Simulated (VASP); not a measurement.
# Ni3O4 (C2/m) in VASP: single point with PBEsol

Aim: the single point of Ni3O4 with PBEsol.

Program: VASP 6.6.1. These are calculated values, not measurements. Logs are shortened: lines on timing, memory, paths and dates and some standing lists are left out, and cuts for length are marked.

### 1 The cell of the first run

It takes space group C2/m (No. 12, monoclinic). Conventional cell: a = 7.848 Å, b = 5.848 Å, c = 2.847 Å, α = 90.00°, β = 90.00°, γ = 90.00°. Within 2.6 Å of Ni (site symmetry -1) lie 6 O at 1.95 to 2.14 Å. Ni (site symmetry 2/m) has 6 O at 1.87 to 1.89 Å within 2.5 Å. Within 2.6 Å of O (site symmetry 2) lie 4 Ni at 1.89 to 1.97 Å and 3 O at 2.48 to 2.58 Å. Within 2.6 Å of O (site symmetry m) lie 5 Ni at 1.87 to 2.14 Å and 2 O at 2.58 Å.

### 2 Single point, PBEsol (atoms displaced along a vibrational mode)

Input file INCAR:

```
  ALGO = Fast
  EDIFF = 1E-7
  ENCUT = 520
  GGA = PS
  ISIF = 2
  ISMEAR = 0
  LASPH = True
  LCHARG = False
  LREAL = False
  LWAVE = False
  NBANDS = 36
  NELM = 60
  PREC = Accurate
  SIGMA = 0.15
```

Input file KPOINTS:

```
k-points
0
Gamma
  8 8 14
```

Input file POSCAR:

```
Ni3O4
1.0
    2.9242323582     -3.9238236797      0.0000000000
    2.9242323582      3.9238236797      0.0000000000
    0.0000000000      0.0000000000      2.8472645958
Ni O
3 4
Direct
    0.5000000000      0.0000000000      0.5000000000
    0.0000000000      0.5000000000      0.5000000000
    0.0000000000      0.0000000000      0.0000000000
    0.7878888826      0.7878888826      0.5000000000
    0.2121111174      0.2121111174      0.5000000000
    0.2371644473      0.7628355527      0.0456578571
    0.7628355527      0.2371644473     -0.0456578571
```

Potentials or basis: VASP PAW PBE potentials, release 64 (Ni, O).

Run with:

```sh
$ cat potpaw_PBE.64/Ni/POTCAR potpaw_PBE.64/O/POTCAR > POTCAR
$ mpirun -np 1 vasp_std > vasp.out
```

OUTCAR:

```text
EDIFF = 1E-7
   ENCUT = 520
   GGA = PS
   ISIF = 2
   ISMEAR = 0
   LASPH = True
   LREAL = False
   NELM = 60
   PREC = Accurate

 ion  position               nearest neighbor table
   1  0.500  0.000  0.500-   6 1.95   7 1.95   4 1.97   5 1.97   6 2.14   7 2.14   3 2.83   3 2.83
                             3 2.83   3 2.83   2 2.92   2 2.92
   2  0.000  0.500  0.500-   6 1.95   7 1.95   4 1.97   5 1.97   6 2.14   7 2.14   3 2.83   3 2.83
                             3 2.83   3 2.83   1 2.92   1 2.92
   3  0.000  0.000  0.000-   6 1.87   7 1.87   4 1.89   5 1.89   4 1.89   5 1.89   1 2.83   2 2.83
                             1 2.83   2 2.83   2 2.83   2 2.83   1 2.83   1 2.83
   4  0.788  0.788  0.500-   3 1.89   3 1.89   1 1.97   2 1.97
   5  0.212  0.212  0.500-   3 1.89   3 1.89   1 1.97   2 1.97
   6  0.237  0.763  0.046-   3 1.87   2 1.95   1 1.95   1 2.14   2 2.14
   7  0.763  0.237  0.954-   3 1.87   2 1.95   1 1.95   2 2.14   1 2.14

  LATTYP: Found a base centered orthorhombic cell.
 ALAT       =     5.8484647164
 B/A-ratio  =     1.3418303332
 C/A-ratio  =     0.4868396637

  Lattice vectors:

 A1 = (   2.9242323582,  -3.9238236797,   0.0000000000)
 A2 = (   2.9242323582,   3.9238236797,   0.0000000000)
 A3 = (   0.0000000000,   0.0000000000,   2.8472645958)

Analysis of symmetry for initial positions (statically):
=====================================================================
 Subroutine PRICEL returns:
 Original cell was already a primitive cell.

 Routine SETGRP: Setting up the symmetry group for a
 base centered orthorhombic supercell.

 Subroutine GETGRP returns: Found  4 space group operations
 (whereof  4 operations were pure point group operations)
 out of a pool of  8 trial point group operations.

The static configuration has the point symmetry C_2h.

Analysis of symmetry for dynamics (positions and initial velocities):
=====================================================================
 Subroutine PRICEL returns:
 Original cell was already a primitive cell.

 Routine SETGRP: Setting up the symmetry group for a
 base centered orthorhombic supercell.

 Subroutine GETGRP returns: Found  4 space group operations
 (whereof  4 operations were pure point group operations)
 out of a pool of  8 trial point group operations.

The dynamic configuration has the point symmetry C_2h.

 Subroutine INISYM returns: Found  4 space group operations
[... 110 lines left out ...]
   NSW    =      0    number of steps for IOM
   IBRION =     -1    ionic relax: 0-MD 1-quasi-New 2-CG
   NFREE  =      0    steps in history (QN), initial steepest desc. (CG)
   ISIF   =      2    stress and relaxation
   ISYM   =      2    0-nonsym 1-usesym 2-fastsym
   POTIM  = 0.5000    time-step for ionic-motion
   TEBEG  =    0.0;   TEEND  =   0.0 temperature during run
   PSTRESS=    0.0 pullay stress
   NELECT =      54.0000    total number of electrons
   NUPDOWN=      -1.0000    fix difference up-down
   EMIN   =  10.00;   EMAX   =-10.00  energy-range for DOS
   EFERMI =   0.00;   METHOD = LEGACY
   ISMEAR =     0;   SIGMA  =   0.15  broadening in eV -4-tet -1-fermi 0-gaus
   EFERMI_NEDOS =   21; number of points for ismear=-14 and -15
   IALGO  =     68    algorithm
   IMIX   =      4    mixing-type and parameters
     AMIX     =   0.40;   BMIX     =  1.00
     AMIX_MAG =   1.60;   BMIX_MAG =  1.00
  volume/ion in A,a.u.               =       9.33        62.99
  Fermi-wavevector in a.u.,A,eV,Ry     =   1.536313  2.903210 32.113252  2.360257
  Thomas-Fermi vector in A             =   2.642979
   LORBIT       =      0    0 simple, 1 ext, 2 COOP (PROOUT), +10 PAW based schemes
   GGA     = PS    functional components
   LHFCALC =     F    Hartree Fock is set to
   AEXX    =    0.0000 exact exchange contribution
   IVDW    =     0    specifies the selected vdW correction
   LEPSILON=     F    determine dielectric tensor
   LRPA    =     F    only Hartree local field effects (RPA)
 non-spin polarized calculation
 RMM-DIIS sequential band-by-band and
 Gauss-broadening in eV      SIGMA  =   0.15
  energy-cutoff  :      520.00
  volume of cell :       65.34
 maximum number of plane-waves:      1781
   NGX = 19   NGY = 19   NGZ = 11

 number of electron      54.0000037 magnetization

 Free energy of the ion-electron system (eV)
  ---------------------------------------------------
  ext. energy  EPLUGINS =         0.00000000
  ---------------------------------------------------
  free energy    TOTEN  =       -44.25635220 eV

  energy without entropy =      -44.20545108  energy(sigma->0) =      -44.23090164

 E-fermi :   6.4317     XC(G=0): -12.2404

 val. band max:        6.4296729002   @ k =   0.3750   0.1250   0.3571
 cond. band min:       6.4353918390   @ k =   0.5000   0.5000   0.0714
 fundamental gap:      0.0057189387
 Fermi energy:         6.4316551344

 k-point     1 :       0.0000    0.0000    0.0000
  band No.  band energies     occupation
      1     -14.5012      2.00000
      2     -12.7502      2.00000
      3     -12.5576      2.00000
      4     -12.4195      2.00000
      5      -2.2303      2.00000
      6      -1.3644      2.00000
[... 925 lines left out ...]
     35      16.0043      0.00000
     36      17.5411      0.00000

 [... further k-points ...]

------------------------ aborting loop because EDIFF is reached ----------------------------------------

  FORCE on cell =-STRESS in cart. coord.  units (eV):
  Direction    XX          YY          ZZ          XY          YZ          ZX
  --------------------------------------------------------------------------------------
  -------------------------------------------------------------------------------------
  Total        0.5539367     -0.0687017      0.8050721      0.0000000      0.9883383      0.0000000
  in kB       13.5828702     -1.6846091     19.7408636      0.0000000     24.2346650      0.0000000
  external PRESSURE =      10.5463749 kB  Pullay stress =       0.0000000 kB

 VOLUME and BASIS-vectors are now :
 -----------------------------------------------------------------------------
  energy-cutoff  :      520.00
  volume of cell :       65.34
      direct lattice vectors                 reciprocal lattice vectors
     2.924232358 -3.923823680  0.000000000     0.170985045 -0.127426725  0.000000000
     2.924232358  3.923823680  0.000000000     0.170985045  0.127426725  0.000000000
     0.000000000  0.000000000  2.847264596     0.000000000  0.000000000  0.351214285

 POSITION                                       TOTAL-FORCE (eV/Angst)
 -----------------------------------------------------------------------------------
      1.46212     -1.96191      1.42363        -0.000000      0.000000      0.000000
      1.46212      1.96191      1.42363         0.000000      0.000000      0.000000
      0.00000      0.00000      0.00000         0.000000      0.000000      0.000000
      4.60794      0.00000      1.42363        -0.064413      0.000000      0.000000
      1.24052      0.00000      1.42363         0.064413      0.000000      0.000000
      2.92423      2.06264      0.13000         0.000000     -0.061838     -0.055592
      2.92423     -2.06264      2.71726         0.000000      0.061838      0.055592
 -----------------------------------------------------------------------------------
    total drift:                                0.000000      0.000000      0.000000

  FREE ENERGIE OF THE ION-ELECTRON SYSTEM (eV)
  ---------------------------------------------------
  free  energy   TOTEN  =       -44.2563522017 eV

  energy  without entropy=      -44.2054510789  energy(sigma->0) =      -44.23090164
```

stdout:

```text
POSCAR found type information on POSCAR NiO
 POSCAR found :  2 types and       7 ions
 scaLAPACK will be used
 -----------------------------------------------------------------------------
|                                                                             |
|                                                                             |
|     You enforced a specific xc type in the INCAR file but a different       |
|     I HOPE YOU KNOW WHAT YOU ARE DOING!                                     |
|                                                                             |
 -----------------------------------------------------------------------------

 LDA part: xc-table for (Slater+PW92), standard interpolation
 POSCAR, INCAR and KPOINTS ok, starting setup
 FFT: planning ... GRIDC
 FFT: planning ... GRID_SOFT
 FFT: planning ... GRID
 WAVECAR not read
 entering main loop
```

It took 14 min on 1 thread of Oxide Virtual Turin-like, shared host; peak memory 0.49 GiB.

What came out:

```
Free energy            : -44.2564 eV
Pressure               : 1.1 GPa
Largest force          : 0.083 eV/Å
Band gap on the k mesh : zero (bands 27 and 28 overlap by 0.36 eV)
```

Forces on the atoms (eV/Å):
```
Ni   0.000  0.000  0.000
Ni   0.000  0.000  0.000
Ni   0.000  0.000  0.000
O   -0.064  0.000  0.000
O    0.064  0.000  0.000
O    0.000 -0.062 -0.056
O    0.000  0.062  0.056
```

Stress tensor (GPa, compression positive):
```
 1.36  0.00  0.00
 0.00 -0.17  2.42
 0.00  2.42  1.97
```

Levels at points of the mesh, in eV from the Fermi level:
| k point | band 23 | band 24 | band 25 | band 26 | band 27 | band 28 | band 29 | band 30 | band 31 | band 32 |
| --- | --- | --- | --- | --- | --- | --- | --- | --- | --- | --- |
| (0.00, 0.00, 0.00) | -1.37 | -1.33 | -1.08 | -0.94 | -0.73 | 0.73 | 1.04 | 1.33 | 1.75 | 3.90 |
| (0.50, 0.00, 0.00) | -1.10 | -1.02 | -0.93 | -0.11 | 0.10 | 0.21 | 0.33 | 0.80 | 0.89 | 6.23 |
| (0.50, 0.50, 0.00) | -1.13 | -0.98 | -0.94 | -0.75 | -0.32 | -0.11 | -0.10 | 0.71 | 1.34 | 7.12 |
| (0.00, 0.00, 0.50) | -1.08 | -0.95 | -0.86 | -0.54 | -0.22 | 0.08 | 0.17 | 0.31 | 1.50 | 8.32 |
| (0.50, 0.00, 0.50) | -1.14 | -0.81 | -0.78 | 0.03 | 0.15 | 0.25 | 0.25 | 0.52 | 0.66 | 8.89 |
| (0.50, 0.50, 0.50) | -1.03 | -1.02 | -0.84 | -0.79 | -0.66 | 0.65 | 0.78 | 1.48 | 1.72 | 6.96 |

Caveat: the cell differs from its parent crystal (atoms displaced along a vibrational mode); the PAW data sets were made with another functional, which shifts forces and pressure a little; the run has no spin polarisation, though such a crystal can be magnetic; semilocal functionals often make such compounds metallic where correlation or magnetic order opens a gap, which also shifts bond lengths. Spin polarisation is off, so any magnetic state and its effect on volume and gap are missing.
